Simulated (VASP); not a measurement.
# HfC: single point with PBE

HfC:

```
Hf C
1.0
     0.00000    2.32500    2.32500
     2.32500    0.00000    2.32500
     2.32500    2.32500    0.00000
Hf C
1 1
Direct
  0.54301 0.45699 0.45699
  0.00000 0.00000 0.00000
```

This cell differs from its parent crystal: atom 1 (Hf) moved by (-0.200, +0.000) A along x and z.

| Property | Result |
| --- | --- |
| Program | VASP 6.6.1 |
| Task | single point |
| Functional | PBE |
| Potentials or basis | VASP PAW PBE potentials, release 64 (Hf_pv, C) |
| Cutoff | 600 eV |
| k mesh | 18 × 18 × 18 |
| Occupations | gaussian, width 0.15 eV |
| Spin | no spin polarisation |

* Pressure: 3.2 GPa
* Largest force: 1.714 eV/Å
* Band gap on the k mesh: zero (bands 7 and 8 overlap by 1.05 eV)

Forces on the atoms (eV/Å):
```
Hf   1.714  0.000  0.000
C   -1.714  0.000  0.000
```

Stress tensor (GPa, compression positive):
```
11.80  0.00  0.00
 0.00 -1.10  0.00
 0.00  0.00 -1.10
```

Levels at points of the mesh, in eV from the Fermi level:
```csv
k point,band 4,band 5,band 6,band 7,band 8,band 9,band 10,band 11
"(0.00, 0.00, 0.00)",-12.34,-0.07,-0.07,0.21,1.34,2.48,2.48,3.34
"(0.50, 0.00, 0.00)",-8.68,-6.12,-3.01,-2.94,5.03,5.31,5.62,6.47
"(0.50, 0.50, 0.00)",-10.41,-2.65,-2.49,-0.24,0.65,5.47,6.66,6.66
"(0.00, 0.50, 0.50)",-10.40,-2.53,-1.84,-0.15,-0.15,5.28,6.65,6.65
```

It took 92 s on 1 thread of Intel(R) Xeon(R) 6975P-C (Granite Rapids), with other jobs on the host, peak memory 0.34 GiB.

Caveat: the cell differs from its parent crystal (atom 1 (Hf) moved by (-0.200, +0.000) A along x and z); the stress differs along the axes, from -1 to 12 GPa; spin-orbit coupling is left out, which moves the levels of the heavy elements; forces of over 1 eV/Å act on the atoms, so gaps and moduli don't describe the material at rest.
